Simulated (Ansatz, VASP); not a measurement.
C in VASP and in Ansatz

```
C
1.0
     1.22905    0.70959    3.28297
    -1.22905    0.70959    3.28297
     0.00000   -1.41918    3.28297
C
2
Direct
  0.18241 0.18241 0.15422
  0.81759 0.81759 0.84578
```

Change from the starting cell: mode 4 frozen in at +0.063 Å and mode 6 at +0.040 Å (largest displacements).

Alike in both runs: task single point; functional PBEsol; dispersion D3(BJ); k mesh 15 × 15 × 15; occupations gaussian, width 0.05 eV; no spin polarisation.

|  | VASP | Ansatz |
| --- | --- | --- |
| version | VASP 6.6.1 | Ansatz 0.2.0 |
| potentials or method | VASP PAW PBE potentials, release 64 (C), cutoff 520 eV | scalar-relativistic, plane waves, PAW |
| valence electrons in the cell | 8 | 8 |

Ansatz gave:

* gap on the k mesh at the Fermi level (eV): 0.30
* least direct gap on the mesh (eV): 0.30
* pressure (GPa): 1.7
* traceless stress, the component that is largest in VASP (GPa): 9.78
* rms of the force components (eV/Å): 2.498

Problem. What did VASP give for the same quantities?

Solution. gap on the k mesh at the Fermi level (eV): 0.30; least direct gap on the mesh (eV): 0.30; pressure (GPa): 2.4; traceless stress, the component that is largest in VASP (GPa): 10.38; rms of the force components (eV/Å): 2.501.

VASP's potentials were made for PBE, not for PBEsol, and Ansatz warns of the same on its side. Atom by atom the forces differ by 0.009 eV/Å (rms over components).
